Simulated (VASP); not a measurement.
# Mg2C3 (C2/m) in VASP: a series of runs, part 2 of 2

VASP 6.6.1. The steps go on from the part before.

### 3 Electric field gradients, r2SCAN

Input file POSCAR:

```
Mg2C3
1.0
    2.4155000000     -2.3500000000      0.0000000000
    2.4155000000      2.3500000000      0.0000000000
   -1.2270700000      0.0000000000      4.8332800000
Mg C
2 3
Direct
    0.8096247298      0.8096247298      0.1994263455
    0.1903752702      0.1903752702      0.8005736545
    0.3000558351      0.3000558351      0.2630970080
    0.6999441649      0.6999441649      0.7369029920
    0.5000000000      0.5000000000      0.5000000000
```

Input file INCAR.step1:

```
SYSTEM = Mg2C3
PREC = Accurate
ENCUT = 520
ISMEAR = -1
SIGMA = 0.05
LREAL = .FALSE.
LASPH = .TRUE.
NELM = 100
NBANDS = 16
GGA = PE
ALGO = Normal
EDIFF = 1E-4
LWAVE = .TRUE.
LCHARG = .FALSE.
```

Input file INCAR.step2:

```
SYSTEM = Mg2C3
PREC = Accurate
ENCUT = 520
EDIFF = 1E-8
ISMEAR = -1
SIGMA = 0.05
LREAL = .FALSE.
LASPH = .TRUE.
NELM = 100
ALGO = Normal
ISIF = 2
LWAVE = .FALSE.
LCHARG = .FALSE.
METAGGA = R2SCAN
LMIXTAU = .TRUE.
LEFG = .TRUE.
NBANDS = 16
ISTART = 1
```

Input file KPOINTS:

```
regular mesh
0
G
  9 9 6
  0 0 0
```

Potentials or basis: VASP PAW PBE potentials, release 64 (Mg, C).

Launch:

```sh
> cat potpaw_PBE.64/Mg/POTCAR potpaw_PBE.64/C/POTCAR > POTCAR
> cp INCAR.step1 INCAR
> mpirun -np 1 vasp_std > vasp.out
> cp INCAR.step2 INCAR
> mpirun -np 1 vasp_std > vasp.out
```

OUTCAR:

```text
SYSTEM = Mg2C3
   PREC = Accurate
   ENCUT = 520
   EDIFF = 1E-8
   ISMEAR = -1
   LREAL = .FALSE.
   LASPH = .TRUE.
   NELM = 100
   ISIF = 2
   METAGGA = R2SCAN
   ISTART = 1

 ion  position               nearest neighbor table
   1  0.810  0.810  0.199-   4 2.24   3 2.31   5 2.36   3 2.37   3 2.37   3 2.56   5 2.82   5 2.82
                             4 2.86   2 3.02   2 3.04   2 3.04   2 3.11   2 3.16
   2  0.190  0.190  0.801-   3 2.24   4 2.31   5 2.36   4 2.37   4 2.37   4 2.56   5 2.82   5 2.82
                             3 2.86   1 3.02   1 3.04   1 3.04   1 3.11   1 3.16
   3  0.300  0.300  0.263-   5 1.33   2 2.24   1 2.31   1 2.37   1 2.37   1 2.56   2 2.86
   4  0.700  0.700  0.737-   5 1.33   1 2.24   2 2.31   2 2.37   2 2.37   2 2.56   1 2.86
   5  0.500  0.500  0.500-   3 1.33   4 1.33   1 2.36   2 2.36   2 2.82   2 2.82   1 2.82   1 2.82

  LATTYP: Found a base centered monoclinic cell.
 ALAT       =     4.8310000000
 B/A-ratio  =     0.9728834610
 C/A-ratio  =     1.0322110763
 COS(beta)  =    -0.2460728991

  Lattice vectors:

 A1 = (   2.4155000000,  -2.3500000000,   0.0000000000)
 A2 = (   2.4155000000,   2.3500000000,   0.0000000000)
 A3 = (  -1.2270700000,   0.0000000000,   4.8332800000)

Analysis of symmetry for initial positions (statically):
=====================================================================
 Subroutine PRICEL returns:
 Original cell was already a primitive cell.

 Routine SETGRP: Setting up the symmetry group for a
 base centered monoclinic supercell.

 Subroutine GETGRP returns: Found  4 space group operations
 (whereof  4 operations were pure point group operations)
[... 640 lines left out ...]
  -------------------------------------------------------------------------------------
  Total       -0.8748775     -0.5896104     -0.8800071      0.0000000      0.0000000     -0.2239264
  in kB      -25.5452990    -17.2158642    -25.6950748      0.0000000      0.0000000     -6.5383640
  external PRESSURE =     -22.8187460 kB  Pullay stress =       0.0000000 kB

 VOLUME and BASIS-vectors are now :
 -----------------------------------------------------------------------------
  energy-cutoff  :      520.00
  volume of cell :       54.87
      direct lattice vectors                 reciprocal lattice vectors
     2.415500000 -2.350000000  0.000000000     0.206996481 -0.212765957  0.052552133
     2.415500000  2.350000000  0.000000000     0.206996481  0.212765957  0.052552133
    -1.227070000  0.000000000  4.833280000     0.000000000  0.000000000  0.206898835

 POSITION                                       TOTAL-FORCE (eV/Angst)
 -----------------------------------------------------------------------------------
      3.66659      0.00000      0.96388        -0.030772      0.000000      0.022272
     -0.06266      0.00000      3.86940         0.030772      0.000000     -0.022272
      1.12673      0.00000      1.27162         0.155203      0.000000      0.160963
      2.47720      0.00000      3.56166        -0.155203      0.000000     -0.160963
      1.80197      0.00000      2.41664        -0.000000      0.000000      0.000000
 -----------------------------------------------------------------------------------
    total drift:                               -0.000000      0.000000      0.000000

  FREE ENERGIE OF THE ION-ELECTRON SYSTEM (eV)
  ---------------------------------------------------
  free  energy   TOTEN  =       -37.6061695098 eV

  energy  without entropy=      -37.6061695098  energy(sigma->0) =      -37.60616951

 Electric field gradients (V/A^2)
---------------------------------------------------------------------
 ion       V_xx      V_yy      V_zz      V_xy      V_xz      V_yz
---------------------------------------------------------------------
   1       1.335    -3.649     2.314    -0.000    -4.088    -0.000
   2       1.335    -3.649     2.314    -0.000    -4.088     0.000
   3       5.513     0.238    -5.751    -0.000   -10.996    -0.000
   4       5.513     0.238    -5.751     0.000   -10.996     0.000
   5       3.993    32.670   -36.663     0.000   -38.541    -0.000
---------------------------------------------------------------------

 Electric field gradients after diagonalization (V/A^2)
 (convention: |V_zz| > |V_xx| > |V_yy|)
----------------------------------------------------------------------
 ion       V_xx      V_yy      V_zz     asymmetry (V_yy - V_xx)/ V_zz
----------------------------------------------------------------------
   1      -3.649    -2.293     5.942       0.228
   2      -3.649    -2.293     5.942       0.228
   3      12.235     0.238   -12.474       0.962
   4      12.235     0.238   -12.474       0.962
   5      32.670    27.239   -59.908       0.091
----------------------------------------------------------------------

           NMR quadrupolar parameters

 Cq : quadrupolar parameter    Cq=e*Q*V_zz/h
 eta: asymmetry parameters     (V_yy - V_xx)/ V_zz
 Q  : nuclear electric quadrupole moment in mb (millibarn)
----------------------------------------------------------------------
 ion       Cq(MHz)       eta       Q (mb)
----------------------------------------------------------------------
   1       0.014       0.228       1.000
   2       0.014       0.228       1.000
   3      -0.030       0.962       1.000
   4      -0.030       0.962       1.000
   5      -0.145       0.091       1.000
----------------------------------------------------------------------
```

OSZICAR.step1:

```text
N       E                     dE             d eps       ncg     rms          rms(c)
DAV:   1     0.363722097998E+02    0.36372E+02   -0.67902E+03  4480   0.862E+02
DAV:   2    -0.299178000834E+02   -0.66290E+02   -0.60519E+02  6240   0.161E+02
DAV:   3    -0.337939907048E+02   -0.38762E+01   -0.38559E+01  5864   0.388E+01
DAV:   4    -0.338261599162E+02   -0.32169E-01   -0.32163E-01  5656   0.427E+00
DAV:   5    -0.338264796751E+02   -0.31976E-03   -0.31976E-03  5792   0.407E-01    0.964E+00
DAV:   6    -0.298936305325E+02    0.39328E+01   -0.60607E+00  5752   0.144E+01    0.403E+00
DAV:   7    -0.296367037173E+02    0.25693E+00   -0.12573E+00  6400   0.688E+00    0.221E+00
DAV:   8    -0.296224157407E+02    0.14288E-01   -0.51077E-02  5320   0.151E+00    0.462E-01
DAV:   9    -0.296213739700E+02    0.10418E-02   -0.48228E-03  6224   0.513E-01    0.142E-01
DAV:  10    -0.296214099837E+02   -0.36014E-04   -0.72017E-04  5696   0.163E-01
   1 F= -.29621410E+02 E0= -.29621410E+02  d E =-.805767E-09
```

Wall time 11 min (1 thread of Intel Xeon Platinum 8175M at 2.50GHz (Skylake/Cascade Lake), shared host); peak memory 0.26 GiB.

What came out:

* Free energy: -37.6062 eV
* Pressure: -2.3 GPa
* Largest force: 0.224 eV/Å
* Band gap on the k mesh: 2.15 eV, indirect (least direct gap 2.79 eV)

Forces on the atoms (eV/Å):
```
Mg  -0.031  0.000  0.022
Mg   0.031  0.000 -0.022
C    0.155  0.000  0.161
C   -0.155  0.000 -0.161
C    0.000  0.000  0.000
```

Stress tensor (GPa, compression positive):
```
-2.55  0.00 -0.65
 0.00 -1.72  0.00
-0.65  0.00 -2.57
```

Levels at points of the mesh, in eV from the valence-band top:
| k point | band 4 | band 5 | band 6 | band 7 | band 8 | band 9 | band 10 | band 11 | band 12 | band 13 |
| --- | --- | --- | --- | --- | --- | --- | --- | --- | --- | --- |
| (0.00, 0.00, 0.00) | -4.30 | -3.52 | -3.19 | -1.52 | -0.75 | 3.87 | 3.88 | 4.46 | 8.12 | 8.30 |
| (0.00, 0.00, 0.50) | -4.72 | -4.02 | -3.72 | -0.94 | 0.00 | 3.46 | 3.73 | 4.64 | 6.42 | 7.89 |

Electric field gradients, principal values (V/Å²):
```tsv
atom	least	middle	greatest (by size)
1 Mg	-2.293	-3.649	5.942
2 Mg	-2.293	-3.649	5.942
3 C	0.238	12.235	-12.474
4 C	0.238	12.235	-12.474
5 C	27.239	32.670	-59.908
```

Caveat: without QUAD_EFG the Cq values of the log hold for a quadrupole moment of 1 mb, not for the nuclei; the PAW data sets were made with another functional, which shifts forces and pressure a little.
